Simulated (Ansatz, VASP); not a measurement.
Pd: VASP beside Ansatz

```
CELL_PARAMETERS angstrom
2.56663 0.00000 0.00000
0.00000 2.56663 0.00000
0.00000 0.00000 2.56663
ATOMIC_POSITIONS crystal
Pd 0.00000 0.00000 0.00000
```

Alike in both runs: functional PBEsol; k mesh 12 × 12 × 12; occupations fermi-dirac, width 0.1 eV; no spin polarisation.

Ansatz relaxed the structure, and its values are those at the end. VASP's run is a single point on that final structure, the one shown.

```csv
,VASP,Ansatz
version,VASP 6.6.1,Ansatz 0.2.0
potentials or method,"VASP PAW PBE potentials, release 64 (Pd), cutoff 520 eV","plane waves (420 eV) with PAW, scalar-relativistic"
valence electrons in the cell,10,18
```

```tsv
	VASP	Ansatz	Ansatz less VASP
pressure (GPa)	-0.4	0.0	+0.40
```

VASP's potentials were made for PBE, not for PBEsol, and Ansatz warns of the same on its side. VASP's potentials hold 10 valence electrons a cell and Ansatz's 18, so a difference there can come from the potentials and not from the codes.
